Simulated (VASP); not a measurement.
**HfN: single point with PBEsol**

The system is HfN.

```
Hf N
1.0
     0.00000    2.45482    2.45482
     2.45482    0.00000    2.45482
     2.45482    2.45482    0.00000
Hf N
1 1
Direct
  0.98982 0.98982 0.01018
  0.75000 0.75000 0.75000
```

This cell differs from its parent crystal: all Hf atoms moved -0.050 Å, as atom 1 along Cartesian [0 0 1].

```yaml
Program: VASP 6.6.1
Task: single point
Functional: PBEsol
Potentials_or_basis: VASP PAW PBE potentials, release 64 (Hf_pv, N)
Cutoff: 520 eV
k_mesh: 16 × 16 × 16
Occupations: gaussian, width 0.15 eV
Spin: no spin polarisation
Dipole_correction: no
Further_INCAR_settings: ALGO = Normal; EDIFF = 1e-06; NBANDS = 14
```

The pressure is -5.7 GPa. The largest force is 0.572 eV/Å and the band gap on the k mesh is zero (an odd number of electrons rules out a gap without spin polarisation).

Forces on the atoms (eV/Å):
```
Hf   0.000  0.000  0.572
N    0.000  0.000 -0.572
```

Stress tensor (GPa, compression positive):
```
-5.60  2.59  0.00
 2.59 -5.60  0.00
 0.00  0.00 -5.76
```

Levels at points of the mesh, in eV from the Fermi level:
```tsv
k point	band 3	band 4	band 5	band 6	band 7	band 8	band 9	band 10	band 11	band 12
(0.00, 0.00, 0.00)	-31.05	-16.10	-5.52	-5.46	-5.37	-0.74	2.20	2.20	6.28	6.63
(0.50, 0.00, 0.00)	-31.11	-15.04	-5.73	-4.98	-4.89	1.71	2.56	2.87	4.17	5.44
(0.00, 0.00, 0.50)	-31.11	-14.95	-5.72	-4.84	-4.74	1.37	2.51	2.85	4.16	5.05
(0.50, 0.50, 0.00)	-31.21	-14.63	-6.92	-3.65	-3.54	-1.16	2.17	4.00	4.57	4.74
(0.00, 0.50, 0.50)	-31.21	-14.62	-6.92	-3.60	-3.60	-1.13	2.15	4.00	4.64	4.66
```

Wall time 5.5 min on 1 thread of Intel Xeon 8259CL (shared host), peak memory 0.38 GiB.

Caveat: the cell differs from its parent crystal (all Hf atoms moved -0.050 Å, as atom 1 along Cartesian [0 0 1]); the cell stands under tension; the PAW data sets were made with another functional, which shifts forces and pressure a little; spin-orbit coupling is left out, which moves the levels of the heavy elements.
